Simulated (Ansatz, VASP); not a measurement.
# One calculation of Al2Pt, two programs

File INCAR:

```
SYSTEM = Al2Pt
ALGO = Normal ; EDIFF = 1E-6
ENCUT = 520 ; GGA = PE
ISIF = 2 ; ISMEAR = 0
LASPH = .True. ; LCHARG = .False.
LREAL = .False. ; LWAVE = .False.
NBANDS = 15 ; NELM = 80
PREC = Accurate ; SIGMA = 0.1
```

Contents of KPOINTS:

```
k-points
0
Gamma
  12 12 12
  0 0 0
```

Contents of POSCAR:

```
Al2Pt
1.0
    0.0000000000      2.9982021000      2.9982021000
    2.9982021000      0.0000000000      2.9982021000
    2.9982021000      2.9982021000      0.0000000000
Al Pt
2 1
Direct
    0.2500000000      0.2500000000      0.2500000000
    0.7500000000      0.7500000000      0.7500000000
    0.0000000000      0.0000000000      0.0000000000
```

Input for Ansatz:

```yaml
crystal:
  lattice:
    - [0.0, 2.9982021, 2.9982021]
    - [2.9982021, 0.0, 2.9982021]
    - [2.9982021, 2.9982021, 0.0]
  atoms:
    - { symbol: Al, position: [0.25, 0.25, 0.25] }
    - { symbol: Al, position: [0.75, 0.75, 0.75] }
    - { symbol: Pt, position: [0.0, 0.0, 0.0] }
basis:
  ecutwfc: 420
kpoints:
  mp_grid: { grid: [12, 12, 12] }
hamiltonian:
  xc: pbe
scf:
  occupations: { method: gaussian, width: 0.1 }
output:
  forces: true
  stress: true
  eigenvalues: true
```

Alike in both runs: task single point; functional PBE; k mesh 12 × 12 × 12; occupations gaussian, width 0.1 eV; no spin polarisation.

|  | VASP | Ansatz |
| --- | --- | --- |
| version | VASP 6.6.1 | Ansatz 0.2.0 |
| potentials or method | VASP PAW PBE potentials, release 64 (Al, Pt), cutoff 520 eV | scalar-relativistic, plane waves, PAW |
| valence electrons in the cell | 16 | 24 |

Ansatz gave:

```
gap on the k mesh at the Fermi level (eV) : none
pressure (GPa)                            : -3.1
```

Problem. Estimate VASP's values.

Solution. gap on the k mesh at the Fermi level (eV): none; pressure (GPa): -3.2.

A gap of «none» marks a metal or a gap that the smearing closes. With one functional, cell and mesh, what is left measures potentials, basis and numerics. VASP's potentials hold 16 valence electrons a cell and Ansatz's 24, so a difference there can come from the potentials and not from the codes.

Spin-orbit coupling is off throughout.
